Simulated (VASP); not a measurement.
Input of a VASP 6.6.1 run:

Contents of INCAR:

```
PREC = Accurate ; ENCUT = 520
EDIFF = 1E-6 ; ISMEAR = 0
SIGMA = 0.01 ; LREAL = False
LASPH = True ; NELM = 100
ALGO = Normal ; ISIF = 2
LWAVE = False ; LCHARG = False
GGA = CA ; NBANDS = 33
```

KPOINTS

```
Automatic mesh
0
Gamma
  6 6 8
```

POSCAR

```
TiO2
1.0
    4.5968460195      0.0000000000      0.0000000000
    0.0000000000      4.5968460195      0.0000000000
    0.0000000000      0.0000000000      2.9535015158
Ti O
2 4
Direct
    0.0000000000      0.0000000000      0.0000000000
    0.5000000000      0.5000000000      0.5000000000
    0.3046430023      0.3046430023      0.0000000000
    0.1953569977      0.8046430023      0.5000000000
    0.6953569977      0.6953569977      0.0000000000
    0.8046430023      0.1953569977      0.5000000000
```

Potentials or basis: VASP PAW LDA potentials, release 64 (Ti_sv, O).

Run with:

```sh
$ cat potpaw_LDA.64/Ti_sv/POTCAR potpaw_LDA.64/O/POTCAR > POTCAR
$ mpirun -np 1 vasp_std > vasp.out
```

Task: Predict the pressure.

Result: -7.0 GPa.

Task: Predict the largest force.

Result: 0.040 eV/Å.

Task: Estimate the band gap on the k mesh.

Result: 1.78 eV.

Forces on the atoms (eV/Å):
```
Ti   0.000  0.000  0.000
Ti   0.000  0.000  0.000
O    0.028  0.028  0.000
O   -0.028  0.028  0.000
O   -0.028 -0.028  0.000
O    0.028 -0.028  0.000
```

Caveat: the cell stands under tension. As with any semilocal functional, this LDA gap is likely too small.
